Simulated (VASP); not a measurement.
# Ti3N5 in VASP: a series of runs

Runs on Ti3N5. Level: PBE. Tasks: single point.

Program: VASP 6.6.1. These are calculated values, not measurements. Logs are shortened: lines on timing, memory, paths and dates and some standing lists are left out, and cuts for length are marked.

### Step 1. The cell of the first run

The cell holds a slab with vacuum, 8 atoms: a = 3.003 Å, b = 3.003 Å, c = 24.123 Å, α = 90.00°, β = 90.00°, γ = 120.00°.

### Step 2. Single point, PBE, collinear spin

File INCAR:

```
  PREC = Accurate
  ENCUT = 520
  EDIFF = 1E-6
  ISMEAR = 0
  SIGMA = 0.1
  LREAL = False
  LASPH = True
  NELM = 150
  ALGO = Normal
  ISIF = 2
  LWAVE = False
  LCHARG = False
  ISPIN = 2
  MAGMOM = 0 0 0 0 3 0 0 0
  LORBIT = 11
  LMAXMIX = 4
  LDIPOL = True
  IDIPOL = 3
  DIPOL = 0.5 0.5 0.353
  GGA = PE
  NBANDS = 44
```

File KPOINTS:

```
Automatic mesh
0
Gamma
  9 9 1
```

File POSCAR:

```
Ti3N5
1.0
    3.0028555063      0.0000000000      0.0000000000
   -1.5014277532      2.6005491524      0.0000000000
    0.0000000000      0.0000000000     24.1233847547
N Ti
5 3
Direct
    0.3333333333      0.6666666667      0.1658142106
    0.0000000000      0.0000000000      0.2674509120
    0.6666666667      0.3333333333      0.3654788005
    0.3333333333      0.6666666667      0.4611038156
    0.3333333333      0.6666666667      0.5974860038
    0.6666666667      0.3333333333      0.2166325614
    0.3333333333      0.6666666667      0.3190139885
    0.0000000000      0.0000000000      0.4290633808
```

Potentials or basis: VASP PAW PBE potentials, release 64 (N, Ti_sv).

Run with:

```bash
> cat potpaw_PBE.64/N/POTCAR potpaw_PBE.64/Ti_sv/POTCAR > POTCAR
> mpirun -np 1 vasp_std > vasp.out
```

OUTCAR:

```text
PREC = Accurate
   ENCUT = 520
   EDIFF = 1E-6
   ISMEAR = 0
   LREAL = False
   LASPH = True
   NELM = 150
   ISIF = 2
   ISPIN = 2
   LORBIT = 11
   GGA = PE

 ion  position               nearest neighbor table
   1  0.333  0.667  0.166-   6 2.12   6 2.12   6 2.12
   2  0.000  0.000  0.267-   6 2.12   6 2.12   6 2.12   7 2.13   7 2.13   7 2.13
   3  0.667  0.333  0.365-   7 2.06   7 2.06   7 2.06   8 2.31   8 2.31   8 2.31
   4  0.333  0.667  0.461-   8 1.90   8 1.90   8 1.90
   5  0.333  0.667  0.597-
   6  0.667  0.333  0.217-   2 2.12   2 2.12   2 2.12   1 2.12   1 2.12   1 2.12
   7  0.333  0.667  0.319-   3 2.06   3 2.06   3 2.06   2 2.13   2 2.13   2 2.13
   8  0.000  0.000  0.429-   4 1.90   4 1.90   4 1.90   3 2.31   3 2.31   3 2.31

  LATTYP: Found a hexagonal cell.
 ALAT       =     3.0028555063
 C/A-ratio  =     8.0334816990

  Lattice vectors:

 A1 = (   3.0028555063,   0.0000000000,   0.0000000000)
 A2 = (  -1.5014277532,   2.6005491524,   0.0000000000)
 A3 = (   0.0000000000,   0.0000000000,  24.1233847547)

Analysis of symmetry for initial positions (statically):
=====================================================================
 Subroutine PRICEL returns:
 Original cell was already a primitive cell.

 Routine SETGRP: Setting up the symmetry group for a
 hexagonal supercell.

 Subroutine GETGRP returns: Found  6 space group operations
 (whereof  6 operations were pure point group operations)
 out of a pool of 24 trial point group operations.

The static configuration has the point symmetry C_3v.

Analysis of symmetry for dynamics (positions and initial velocities):
=====================================================================
 Subroutine PRICEL returns:
 Original cell was already a primitive cell.

 Routine SETGRP: Setting up the symmetry group for a
 hexagonal supercell.

 Subroutine GETGRP returns: Found  6 space group operations
 (whereof  6 operations were pure point group operations)
 out of a pool of 24 trial point group operations.

The dynamic configuration has the point symmetry C_3v.

Analysis of structural, dynamic, and magnetic symmetry:
=====================================================================
 Subroutine PRICEL returns:
 Original cell was already a primitive cell.

 Routine SETGRP: Setting up the symmetry group for a
 hexagonal supercell.

 Subroutine GETGRP returns: Found  6 space group operations
 (whereof  6 operations were pure point group operations)
 out of a pool of 24 trial point group operations.

The overall configuration has the point symmetry C_3v.

[... 148 lines left out ...]
  energy without entropy =      -67.41889387  energy(sigma->0) =      -67.42377218

 E-fermi :  -1.0138     XC(G=0):  -5.9429

 val. band max:       -1.0756962423   @ k =   0.1111  -0.0000   0.0000
 cond. band min:      -0.9909665885   @ k =   0.4444   0.0000   0.0000
 fundamental gap:      0.0847296538
 Fermi energy:        -1.0138304215

 spin component 1

 k-point     1 :       0.0000    0.0000    0.0000
  band No.  band energies     occupation
      1     -58.9825      1.00000
      2     -57.9847      1.00000
      3     -57.6624      1.00000
      4     -35.3266      1.00000
      5     -35.0169      1.00000
      6     -35.0169      1.00000
[... 529 lines left out ...]
     41       2.2290      0.00000
     42       3.0309      0.00000
 Fermi energy:        -1.0138304215

 spin component 2

 k-point     1 :       0.0000    0.0000    0.0000
  band No.  band energies     occupation
      1     -58.9837      1.00000
      2     -57.9803      1.00000
      3     -57.6618      1.00000
      4     -35.3282      1.00000
      5     -35.0177      1.00000
      6     -35.0177      1.00000
[... 529 lines left out ...]
     41       2.3675      0.00000
     42       3.0316      0.00000
 [bands above 42 left out]

------------------------ aborting loop because EDIFF is reached ----------------------------------------

 vacuum level on the upper side and lower side of the slab       (xc-potential included)        -0.607         0.608

  FORCE on cell =-STRESS in cart. coord.  units (eV):
  Direction    XX          YY          ZZ          XY          YZ          ZX
  --------------------------------------------------------------------------------------
  -------------------------------------------------------------------------------------
  Total        1.7454643      1.7454643     -3.4943095     -0.0000000     -0.0000000      0.0000000
  in kB       14.8451231     14.8451231    -29.7190007     -0.0000000     -0.0000000      0.0000000
  external PRESSURE =      -0.0095849 kB  Pullay stress =       0.0000000 kB

 VOLUME and BASIS-vectors are now :
 -----------------------------------------------------------------------------
  energy-cutoff  :      520.00
  volume of cell :      188.38
      direct lattice vectors                 reciprocal lattice vectors
     3.002855506  0.000000000  0.000000000     0.333016357  0.192267083  0.000000000
    -1.501427753  2.600549152  0.000000000     0.000000000  0.384534166  0.000000000
     0.000000000  0.000000000 24.123384755     0.000000000  0.000000000  0.041453553

 POSITION                                       TOTAL-FORCE (eV/Angst)
 -----------------------------------------------------------------------------------
     -0.00000      1.73370      4.00000        -0.000000     -0.000000      4.378808
      0.00000      0.00000      6.45182         0.000000     -0.000000      1.284606
      1.50143      0.86685      8.81659        -0.000000     -0.000000      0.064968
     -0.00000      1.73370     11.12338         0.000000     -0.000000      0.050847
     -0.00000      1.73370     14.41338         0.000000     -0.000000      0.012204
      1.50143      0.86685      5.22591        -0.000000      0.000000     -5.731283
     -0.00000      1.73370      7.69570        -0.000000      0.000000     -0.021962
      0.00000      0.00000     10.35046         0.000000      0.000000     -0.038189
 -----------------------------------------------------------------------------------
    total drift:                                0.000001     -0.000000      0.000758

  FREE ENERGIE OF THE ION-ELECTRON SYSTEM (eV)
  ---------------------------------------------------
  free  energy   TOTEN  =       -67.4286504973 eV

  energy  without entropy=      -67.4188938726  energy(sigma->0) =      -67.42377218

 vacuum level on the upper side and lower side of the slab         5.719         6.954

 total charge

# of ion       s       p       d       tot
------------------------------------------
    1        1.311   2.200   0.000   3.510
    2        1.253   2.497   0.000   3.750
    3        1.251   2.478   0.000   3.729
    4        1.297   2.457   0.000   3.753
    5        1.362   1.925   0.000   3.287
    6        2.193   6.225   1.894  10.313
    7        2.199   6.255   1.896  10.349
    8        2.231   6.263   1.979  10.474
--------------------------------------------------
tot         13.097  30.299   5.769  49.165

 magnetization (x)

# of ion       s       p       d       tot
------------------------------------------
    1       -0.000  -0.002   0.000  -0.002
    2       -0.000  -0.000   0.000  -0.000
    3        0.000   0.000   0.000   0.000
    4        0.001   0.002   0.000   0.003
    5        0.047   1.921   0.000   1.968
    6       -0.000  -0.000   0.001   0.001
    7       -0.000   0.000  -0.001  -0.001
    8        0.000   0.000   0.004   0.005
--------------------------------------------------
tot          0.048   1.921   0.004   1.974
```

OSZICAR:

```text
N       E                     dE             d eps       ncg     rms          rms(c)
DAV:   1     0.801154644128E+03    0.80115E+03   -0.30783E+04  2256   0.140E+03
DAV:   2     0.467417883818E+02   -0.75441E+03   -0.71422E+03  2372   0.439E+02
DAV:   3    -0.746159095061E+02   -0.12136E+03   -0.11716E+03  3172   0.165E+02
[... 30 lines left out ...]
DAV:  34    -0.674286239538E+02   -0.91516E-05   -0.30791E-06  1904   0.666E-03    0.497E-03
DAV:  35    -0.674286279351E+02   -0.39813E-05   -0.64109E-07  1580   0.404E-03    0.454E-03
DAV:  36    -0.674286389476E+02   -0.11013E-04   -0.15297E-06  1972   0.684E-03    0.370E-03
DAV:  37    -0.674286478110E+02   -0.88633E-05   -0.98427E-07  1796   0.484E-03    0.304E-03
DAV:  38    -0.674286497066E+02   -0.18956E-05   -0.36133E-07  1452   0.304E-03    0.267E-03
DAV:  39    -0.674286504973E+02   -0.79076E-06   -0.17801E-07  1392   0.251E-03
   1 F= -.67428650E+02 E0= -.67423772E+02  d E =-.975662E-02  mag=     2.9951
```

stdout:

```text
POSCAR found type information on POSCAR N Ti
 POSCAR found :  2 types and       8 ions
 scaLAPACK will be used
 LDA part: xc-table for (Slater+PW92), standard interpolation
 POSCAR, INCAR and KPOINTS ok, starting setup
 FFT: planning ... GRIDC
 FFT: planning ... GRID_SOFT
 FFT: planning ... GRID
 WAVECAR not read
 entering main loop
```

Wall time 5.7 min (1 thread of Intel Xeon Platinum 8488C (Sapphire Rapids), shared host); peak memory 0.47 GiB.

What came out:

```yaml
Free_energy: -67.4287 eV
Largest_force: 5.731 eV/Å
Band_gap_on_the_k_mesh: zero (filled and empty bands overlap)
Net_moment: 3.00 μB per cell
Site_moments: N -0.00, +0.00, +1.97 (each value once); Ti +0.00, -0.00, +0.01 μB
Valence_electrons_inside_the_program's_atomic_spheres: N 3.51, 3.75, 3.73, 3.29 (each value once); Ti 10.31, 10.35, 10.47
```

Forces on the atoms (eV/Å):
```
N    0.000  0.000  4.379
N    0.000  0.000  1.285
N    0.000  0.000  0.065
N    0.000  0.000  0.051
N    0.000  0.000  0.012
Ti   0.000  0.000 -5.731
Ti   0.000  0.000 -0.022
Ti   0.000  0.000 -0.038
```

### Step 3. Single point, PBE, collinear spin

File INCAR:

```
SYSTEM = Ti3N5
ALGO = Normal
DIPOL = 0.5 0.5 0.337
EDIFF = 1E-6
ENCUT = 520
GGA = PE
IDIPOL = 3
ISIF = 2
ISMEAR = 0
ISPIN = 2
LASPH = .True.
LCHARG = .False.
LDIPOL = .True.
LMAXMIX = 4
LORBIT = 11
LREAL = .False.
LWAVE = .False.
MAGMOM = 0 0 0 0 3 0 0 0
NBANDS = 44
NELM = 150
PREC = Accurate
SIGMA = 0.1
```

File KPOINTS:

```
k-points
0
Gamma
  9 9 1
  0 0 0
```

POSCAR, as its differences from that of step 2:

```diff
@@ -12,3 +12,3 @@
     0.3333333333      0.6666666667      0.4611038156
-    0.3333333333      0.6666666667      0.5974860038
+    0.6666666667      0.3333333333      0.4739544169
     0.6666666667      0.3333333333      0.2166325614
```

Potentials or basis: VASP PAW PBE potentials, release 64 (N, Ti_sv).

Run with:

```bash
> cat potpaw_PBE.64/N/POTCAR potpaw_PBE.64/Ti_sv/POTCAR > POTCAR
> mpirun -np 1 vasp_std > vasp.out
```

Run time: 6.1 min. Hardware: 1 thread of Intel Xeon Platinum 8488C (Sapphire Rapids), shared host; peak memory 0.48 GiB.

It converged, with:

| Quantity | Value |
| --- | --- |
| Free energy | -66.3193 eV |
| Largest force | 5.705 eV/Å |
| Net moment | 0.00 μB per cell |
| Valence electrons inside the program's atomic spheres | N 3.51, 3.75, 3.73, 3.74, 3.60; Ti 10.31, 10.35, 10.76 |

Forces in eV/Å, atoms in the order of the input:
```
N    0.000  0.000  4.365
N    0.000  0.000  1.237
N    0.000  0.000 -0.781
N    0.000  0.000  1.934
N    0.000  0.000  3.642
Ti   0.000  0.000 -5.705
Ti   0.000  0.000  0.022
Ti   0.000  0.000 -4.713
```

Levels at points of the mesh, in eV from the Fermi level:
Spin up:
```tsv
k point	band 28	band 29	band 30	band 31	band 32	band 33
(0.00, 0.00, 0.00)	-1.46	-0.79	0.03	0.03	0.40	0.40
```
Spin down:
```
           k point  band 28  band 29  band 30  band 31  band 32  band 33
(0.00, 0.00, 0.00)    -1.46    -0.79     0.03     0.03     0.40     0.40
```

### Step 4. Single point, PBE, collinear spin

File INCAR:

```
PREC = Accurate
ENCUT = 520
EDIFF = 1E-6
ISMEAR = 0
SIGMA = 0.1
LREAL = False
LASPH = True
NELM = 150
ALGO = Normal
ISIF = 2
LWAVE = False
LCHARG = False
ISPIN = 2
MAGMOM = 0 0 0 0 3 0 0 0
LORBIT = 11
LMAXMIX = 4
LDIPOL = True
IDIPOL = 3
DIPOL = 0.5 0.5 0.344
GGA = PE
NBANDS = 44
```

File KPOINTS:

```
Automatic mesh
0
Gamma
  9 9 1
```

POSCAR, as its differences from that of step 3:

```diff
@@ -12,3 +12,3 @@
     0.3333333333      0.6666666667      0.4611038156
-    0.6666666667      0.3333333333      0.4739544169
+    1.0000000000      0.0000000000      0.5311603195
     0.6666666667      0.3333333333      0.2166325614
```

Run with:

```bash
> cat potpaw_PBE.64/N/POTCAR potpaw_PBE.64/Ti_sv/POTCAR > POTCAR
> mpirun -np 1 vasp_std > vasp.out
```

It took 5.7 min on 1 thread of Intel Xeon Platinum 8488C (Sapphire Rapids), shared host; peak memory 0.46 GiB.

Results (log left out):

* Free energy: -67.1969 eV
* Largest force: 5.666 eV/Å
* Net moment: 2.84 μB per cell
* Site moments: N -0.03, +0.00, +0.01, +0.09, +1.75; Ti +0.01, -0.01, +0.17 μB
* Valence electrons inside the program's atomic spheres: N 3.51, 3.75, 3.73, 3.31 (each value once); Ti 10.31, 10.35, 10.49

Forces on the atoms (eV/Å):
```
N    0.000  0.000  4.336
N    0.000  0.000  1.202
N    0.000  0.000  0.246
N    0.000  0.000 -0.458
N    0.000  0.000  0.547
Ti   0.000  0.000 -5.666
Ti   0.000  0.000  0.050
Ti   0.000  0.000 -0.257
```

Levels at points of the mesh, in eV from the Fermi level:
Spin up:
```tsv
k point	band 29	band 30	band 31	band 32	band 33	band 34	band 35	band 36
(0.00, 0.00, 0.00)	-0.64	-0.30	0.09	0.09	0.38	0.38	1.19	1.66
```
Spin down:
| k point | band 25 | band 26 | band 27 | band 28 | band 29 | band 30 | band 31 | band 32 | band 33 | band 34 |
| --- | --- | --- | --- | --- | --- | --- | --- | --- | --- | --- |
| (0.00, 0.00, 0.00) | -2.19 | -2.19 | -0.79 | 0.07 | 0.07 | 0.36 | 0.36 | 1.09 | 1.65 | 1.65 |

### Step 5. The runs side by side

| cell | gap on the mesh (eV) | moment (μB) | largest force (eV/Å) |
| --- | --- | --- | --- |
| as given, atomic positions A | none | 3.00 | 5.73 |
| as given, atomic positions B | none | 0.00 | 5.70 |
| as given, atomic positions C | none | 2.84 | 5.67 |

Alike in all rows: task single point; level PBE; potentials or basis VASP PAW PBE potentials, release 64 (N, Ti_sv); spin collinear; k mesh 9 × 9 × 1; cutoff (eV) 520; smearing gaussian 0.1 eV.

Total energies depend on the potentials used, so only differences within one code and one set of settings carry meaning.
